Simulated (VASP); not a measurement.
Write the native input for VASP 6.6.1 that does the following.

```yaml
Task: single point
Functional: PBE
Potentials_or_basis: VASP PAW PBE potentials, release 64 (Ru_pv, Al)
Cutoff: 520 eV
k_mesh: 14 × 14 × 14
Occupations: fermi-dirac, width 0.1 eV
Spin: no spin polarisation
Dipole_correction: no
Further_INCAR_settings: ALGO = Normal; EDIFF = 1e-06; NBANDS = 16
```

The structure of AlRu (rocksalt type) lies in POSCAR:

```
AlRu
1.0
    0.0000000000      2.4928418966      2.4928418966
    2.4928418966      0.0000000000      2.4928418966
    2.4928418966      2.4928418966      0.0000000000
Ru Al
1 1
Direct
    0.0000000000      0.0000000000      0.0000000000
    0.5000000000      0.5000000000      0.5000000000
```

These files were run (other wordings do the same):

INCAR

```
PREC     = Accurate       # precision mode
ENCUT    = 520            # plane-wave cutoff, eV
EDIFF    = 1E-6           # SCF threshold, eV
ISMEAR   = -1             # smearing method
SIGMA    = 0.1            # smearing width, eV
LREAL    = False          # projectors in reciprocal space
LASPH    = True           # aspherical terms in the spheres
NELM     = 100            # most SCF steps
ALGO     = Normal         # electronic algorithm
ISIF     = 2              # what is computed and relaxed
LWAVE    = False          # write WAVECAR
LCHARG   = True           # write CHGCAR
GGA      = PE             # functional
LELF     = True           # ELF
LVHAR    = True         
NBANDS   = 16             # bands
```

KPOINTS

```
Automatic mesh
0
Gamma
  14 14 14
```

Potentials or basis: VASP PAW PBE potentials, release 64 (Ru_pv, Al).

Run with:

```bash
$ cat potpaw_PBE.64/Ru_pv/POTCAR potpaw_PBE.64/Al/POTCAR > POTCAR
$ mpirun -np 1 vasp_std > vasp.out
```

It gave:

```yaml
Pressure: 0.0 GPa
Band_gap_on_the_k_mesh: zero (an odd number of electrons rules out a gap without spin polarisation)
```

Wall time 61 s on 1 thread of Intel Xeon 8259CL, with other jobs on the host, peak memory 0.19 GiB.
